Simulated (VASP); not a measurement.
# HPt6 in VASP: notebook, part 3 of 3

VASP 6.6.1. Earlier steps stand in the parts before.

**6. Single point, PBE**

INCAR

```
SYSTEM = HPt6
PREC = Accurate ; ENCUT = 520
EDIFF = 1E-7 ; ISMEAR = 0
SIGMA = 0.1 ; LREAL = .FALSE.
LASPH = .TRUE. ; NELM = 100
ALGO = Normal ; ISIF = 2
LWAVE = .FALSE. ; LCHARG = .TRUE.
LDIPOL = .TRUE. ; IDIPOL = 3
DIPOL = 0.5 0.5 0.302 ; GGA = PE
LELF = .TRUE. ; LVHAR = .TRUE.
LVACPOTAV = .TRUE. ; NBANDS = 74
```

KPOINTS

```
regular mesh
0
G
  6 6 1
  0 0 0
```

POSCAR

```
HPt6
1.0
    5.6143281343      0.0000000000      0.0000000000
   -2.8071640672      4.8621507895      0.0000000000
    0.0000000000      0.0000000000     22.6192653717
Pt H
12 2
Direct
    0.3333333333      0.1666666667      0.1768404028
    0.3333333333      0.6666666667      0.1768404028
    0.8333333333      0.1666666667      0.1768404028
    0.8333333333      0.6666666667      0.1768404028
    0.1666666667      0.3333333333      0.2789526245
    0.1666666667      0.8333333333      0.2789526245
    0.6666666667      0.3333333333      0.2789526245
    0.6666666667      0.8333333333      0.2789526245
    0.0000000000      0.0000000000      0.3810585901
    0.0000000000      0.5000000000      0.3810585901
    0.5000000000      0.0000000000      0.3810585901
    0.5000000000      0.5000000000      0.3810585901
    0.1350817212      0.2701634424      0.4433948321
    0.3649182788      0.7298365576      0.4433948321
```

Potentials or basis: VASP PAW PBE potentials, release 64 (Pt, H).

Launch:

```sh
$ cat potpaw_PBE.64/Pt/POTCAR potpaw_PBE.64/H/POTCAR > POTCAR
$ mpirun -np 1 vasp_std > vasp.out
```

OUTCAR:

```text
SYSTEM = HPt6
   PREC = Accurate
   ENCUT = 520
   EDIFF = 1E-7
   ISMEAR = 0
   LREAL = .FALSE.
   LASPH = .TRUE.
   NELM = 100
   ISIF = 2
   GGA = PE

 ion  position               nearest neighbor table
   1  0.333  0.167  0.177-   4 2.81   4 2.81   3 2.81   3 2.81   2 2.81   2 2.81   5 2.82   7 2.82
                             6 2.82
   2  0.333  0.667  0.177-   3 2.81   3 2.81   4 2.81   4 2.81   1 2.81   1 2.81   6 2.82   8 2.82
                             5 2.82
   3  0.833  0.167  0.177-   2 2.81   2 2.81   1 2.81   1 2.81   4 2.81   4 2.81   7 2.82   5 2.82
                             8 2.82
   4  0.833  0.667  0.177-   1 2.81   1 2.81   2 2.81   2 2.81   3 2.81   3 2.81   8 2.82   6 2.82
                             7 2.82
   5  0.167  0.333  0.279-   8 2.81   8 2.81   7 2.81   7 2.81   6 2.81   6 2.81  12 2.82   9 2.82
                            10 2.82   1 2.82   3 2.82   2 2.82
   6  0.167  0.833  0.279-   7 2.81   7 2.81   8 2.81   8 2.81   5 2.81   5 2.81  11 2.82  10 2.82
                             9 2.82   2 2.82   4 2.82   1 2.82
   7  0.667  0.333  0.279-   6 2.81   6 2.81   5 2.81   5 2.81   8 2.81   8 2.81  10 2.82  11 2.82
                            12 2.82   3 2.82   1 2.82   4 2.82
   8  0.667  0.833  0.279-   5 2.81   5 2.81   6 2.81   6 2.81   7 2.81   7 2.81   9 2.82  12 2.82
                            11 2.82   4 2.82   2 2.82   3 2.82
   9  0.000  0.000  0.381-  13 1.93  12 2.81  12 2.81  11 2.81  11 2.81  10 2.81  10 2.81   8 2.82
                             5 2.82   6 2.82
  10  0.000  0.500  0.381-  11 2.81  11 2.81  12 2.81  12 2.81   9 2.81   9 2.81   7 2.82   6 2.82
                             5 2.82
  11  0.500  0.000  0.381-  14 1.93  10 2.81  10 2.81   9 2.81   9 2.81  12 2.81  12 2.81   6 2.82
                             7 2.82   8 2.82
  12  0.500  0.500  0.381-   9 2.81   9 2.81  10 2.81  10 2.81  11 2.81  11 2.81   5 2.82   8 2.82
                             7 2.82
  13  0.135  0.270  0.443-   9 1.93
  14  0.365  0.730  0.443-  11 1.93

  LATTYP: Found a hexagonal cell.
 ALAT       =     5.6143281343
 C/A-ratio  =     4.0288463429

  Lattice vectors:
[... 187 lines left out ...]

 Free energy of the ion-electron system (eV)
  ---------------------------------------------------
  ext. energy  EPLUGINS =         0.00000000
  ---------------------------------------------------
  free energy    TOTEN  =       -74.84528212 eV

  energy without entropy =      -74.71112908  energy(sigma->0) =      -74.77820560

 E-fermi :  -0.6975     XC(G=0):  -4.9390

 val. band max:       -0.7029236050   @ k =   0.0000   0.5000   0.0000
 cond. band min:      -0.6975012010   @ k =   0.5000   0.0000   0.0000
 fundamental gap:      0.0054224040
 Fermi energy:        -0.6975442904

 k-point     1 :       0.0000    0.0000    0.0000
  band No.  band energies     occupation
      1      -9.6309      2.00000
      2      -8.2254      2.00000
      3      -7.3706      2.00000
      4      -7.1088      2.00000
      5      -6.8939      2.00000
      6      -6.8772      2.00000
[... 977 lines left out ...]
     72       4.1490      0.00000
     73       4.2535      0.00000
 [bands above 73 left out]

------------------------ aborting loop because EDIFF is reached ----------------------------------------

  FORCE on cell =-STRESS in cart. coord.  units (eV):
  Direction    XX          YY          ZZ          XY          YZ          ZX
  --------------------------------------------------------------------------------------
  -------------------------------------------------------------------------------------
  Total      -17.5559293    -19.4510346     -4.2075735      0.0000000     -0.0407303      0.0000000
  in kB      -45.5543333    -50.4717750    -10.9178616      0.0000000     -0.1056873      0.0000000
  external PRESSURE =     -35.6479899 kB  Pullay stress =       0.0000000 kB

 VOLUME and BASIS-vectors are now :
 -----------------------------------------------------------------------------
  energy-cutoff  :      520.00
  volume of cell :      617.45
      direct lattice vectors                 reciprocal lattice vectors
     5.614328134  0.000000000  0.000000000     0.178115703  0.102835149  0.000000000
    -2.807164067  4.862150790  0.000000000     0.000000000  0.205670298  0.000000000
     0.000000000  0.000000000 22.619265372     0.000000000  0.000000000  0.044210101

 POSITION                                       TOTAL-FORCE (eV/Angst)
 -----------------------------------------------------------------------------------
      1.40358      0.81036      4.00000         0.045975      0.008407     -0.001617
     -0.00000      3.24143      4.00000        -0.000000      0.044947     -0.100908
      4.21075      0.81036      4.00000        -0.045975      0.008407     -0.001617
      2.80716      3.24143      4.00000         0.000000     -0.013164     -0.015161
      0.00000      1.62072      6.30970         0.000000     -0.026532     -0.279441
     -1.40358      4.05179      6.30970        -0.052045     -0.056273     -0.065027
      2.80716      1.62072      6.30970        -0.000000      0.045682      0.344452
      1.40358      4.05179      6.30970         0.052045     -0.056273     -0.065027
      0.00000      0.00000      8.61927        -0.000000      0.824969      1.197844
     -1.40358      2.43108      8.61927         0.026313     -0.022589      0.650558
      2.80716      0.00000      8.61927         0.000000     -0.712450      1.038726
      1.40358      2.43108      8.61927        -0.026313     -0.022589      0.650558
     -0.00000      1.31358     10.02927         0.000000     -0.770203     -1.668186
     -0.00000      3.54858     10.02927        -0.000000      0.747661     -1.685154
 -----------------------------------------------------------------------------------
    total drift:                               -0.000000     -0.000048      0.000125

  FREE ENERGIE OF THE ION-ELECTRON SYSTEM (eV)
  ---------------------------------------------------
  free  energy   TOTEN  =       -74.8452821154 eV

  energy  without entropy=      -74.7111290833  energy(sigma->0) =      -74.77820560

 vacuum level on the upper side and lower side of the slab         4.814         5.085
```

OSZICAR:

```text
N       E                     dE             d eps       ncg     rms          rms(c)
DAV:   1     0.833693576435E+03    0.83369E+03   -0.51503E+04  1924   0.137E+03
DAV:   2    -0.113938627219E+02   -0.84509E+03   -0.78552E+03  2384   0.270E+02
DAV:   3    -0.772032855680E+02   -0.65809E+02   -0.60118E+02  2320   0.698E+01
[... 30 lines left out ...]
DAV:  34    -0.748452809152E+02   -0.15954E-05   -0.42901E-08  1328   0.490E-04    0.592E-04
DAV:  35    -0.748452815854E+02   -0.67020E-06   -0.20523E-08  1254   0.326E-04    0.452E-04
DAV:  36    -0.748452819307E+02   -0.34528E-06   -0.15462E-08  1238   0.277E-04    0.353E-04
DAV:  37    -0.748452820873E+02   -0.15657E-06   -0.12275E-08  1228   0.385E-04    0.804E-05
DAV:  38    -0.748452821154E+02   -0.28067E-07   -0.37168E-09  1060   0.139E-04
   1 F= -.74845282E+02 E0= -.74778206E+02  d E =-.134153E+00
```

Wall time 20 min (1 thread of Intel Xeon 6975P-C (Granite Rapids), shared host); peak memory 0.86 GiB.

What came out:

```yaml
Free_energy: -74.8453 eV
Largest_force: 1.844 eV/Å
Band_gap_on_the_k_mesh: zero (bands 61 and 62 overlap by 0.68 eV)
```

Forces on the atoms (eV/Å):
```
Pt   0.046  0.008 -0.002
Pt   0.000  0.045 -0.101
Pt  -0.046  0.008 -0.002
Pt   0.000 -0.013 -0.015
Pt   0.000 -0.027 -0.279
Pt  -0.052 -0.056 -0.065
Pt   0.000  0.046  0.344
Pt   0.052 -0.056 -0.065
Pt   0.000  0.825  1.198
Pt   0.026 -0.023  0.651
Pt   0.000 -0.712  1.039
Pt  -0.026 -0.023  0.651
H    0.000 -0.770 -1.668
H    0.000  0.748 -1.685
```

Caveat: spin-orbit coupling is left out, which moves the levels of the heavy elements.

**7. The runs side by side**

```tsv
cell	gap on the mesh (eV)	largest force (eV/Å)
as given, atomic positions A	none	4.53
as given, atomic positions B	none	1.45
as given, atomic positions C	none	0.07
as given, atomic positions D	none	0.19
as given, atomic positions E	none	1.84
```

Alike in all rows: task single point; level PBE; potentials or basis VASP PAW PBE potentials, release 64 (Pt, H); no spin polarisation; k mesh 6 × 6 × 1; cutoff (eV) 520; smearing gaussian 0.1 eV.

Caveats: spin-orbit coupling is left out, which moves the levels of the heavy elements.

Absolute energies hang on the potentials; compare differences alone.
